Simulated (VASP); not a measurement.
Set up this calculation in VASP 6.6.1, as the native input.

| Item | Value |
| --- | --- |
| Task | single point |
| Functional | PBE |
| Potentials or basis | VASP PAW PBE potentials, release 64 (Ta_pv, N) |
| Cutoff | 520 eV |
| k mesh | 14 × 14 × 14 |
| Occupations | fermi-dirac, width 0.08 eV |
| Spin | no spin polarisation |
| Dipole correction | no |
| Further INCAR settings | ALGO = Normal; EDIFF = 1e-06; NBANDS = 15 |

The structure of TaN (CsCl type) lies in POSCAR:

```
TaN
1.0
    2.6818050507      0.0000000000      0.0000000000
    0.0000000000      2.6818050507      0.0000000000
    0.0000000000      0.0000000000      2.6818050507
Ta N
1 1
Direct
    0.0000000000      0.0000000000      0.0000000000
    0.5000000000      0.5000000000      0.5000000000
```

These files were run (other wordings do the same):

INCAR

```
SYSTEM = TaN
ALGO     = Normal         ! electronic algorithm
EDIFF    = 1E-6           ! SCF threshold, eV
ENCUT    = 520            ! plane-wave cutoff, eV
GGA      = PE             ! functional
ISIF     = 2              ! what is computed and relaxed
ISMEAR   = -1             ! smearing method
LASPH    = .True.         ! aspherical terms in the spheres
LCHARG   = .False.        ! write CHGCAR
LREAL    = .False.        ! projectors in reciprocal space
LWAVE    = .False.        ! write WAVECAR
NBANDS   = 15             ! bands
NELM     = 60             ! most SCF steps
PREC     = Accurate       ! precision mode
SIGMA    = 0.08           ! smearing width, eV
```

KPOINTS

```
k-points
0
Gamma
  14 14 14
  0 0 0
```

Potentials or basis: VASP PAW PBE potentials, release 64 (Ta_pv, N).

Command:

```sh
$ cat potpaw_PBE.64/Ta_pv/POTCAR potpaw_PBE.64/N/POTCAR > POTCAR
$ mpirun -np 1 vasp_std > vasp.out
```

It gave:

* Pressure: 29.0 GPa
* Band gap on the k mesh: zero (bands 8 and 9 overlap by 9.55 eV)

Caveat: the cell stands under pressure; spin-orbit coupling is left out, which moves the levels of the heavy elements.

Run time: 22 s on 1 thread of Intel Xeon 8259CL, on a shared host, peak memory 0.15 GiB.
